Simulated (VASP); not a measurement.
**C: single point with PBE+D3(BJ)**

The system is C, a slab with vacuum.

```
C
1.0
     2.46565    0.00000    0.00000
    -1.23283    2.13532    0.00000
     0.00000    0.00000   17.50007
C
4
Direct
  0.66667 0.33333 0.25714
  0.33333 0.66667 0.25714
  0.83333 0.00000 0.46343
  0.50000 0.33333 0.46343
```

```
Program                : VASP 6.6.1
Task                   : single point
Functional             : PBE
Dispersion             : D3(BJ)
Potentials or basis    : VASP PAW PBE potentials, release 64 (C)
Cutoff                 : 520 eV
k mesh                 : 15 × 15 × 1
Occupations            : gaussian, width 0.1 eV
Spin                   : no spin polarisation
Dipole correction      : yes
Further INCAR settings : ALGO = Normal; EDIFF = 1e-06; NBANDS = 16
```

* Largest force: 0.023 eV/Å
* Band gap on the k mesh: 0.14 eV, direct
* Dispersion energy per atom: -0.114 eV

Forces in eV/Å, atoms in the order of the input:
```
C   -0.002  0.001  0.023
C   -0.001  0.001  0.017
C    0.001 -0.001 -0.017
C    0.002 -0.001 -0.023
```

Levels at points of the mesh, in eV from the valence-band top:
```
           k point  band 6  band 7  band 8  band 9  band 10  band 11
(0.00, 0.00, 0.00)   -2.96   -2.96   -2.96    3.42     3.91     4.78
```

It took 4.4 min on 1 thread of AMD EPYC 7R13, on a shared host, peak memory 0.25 GiB.
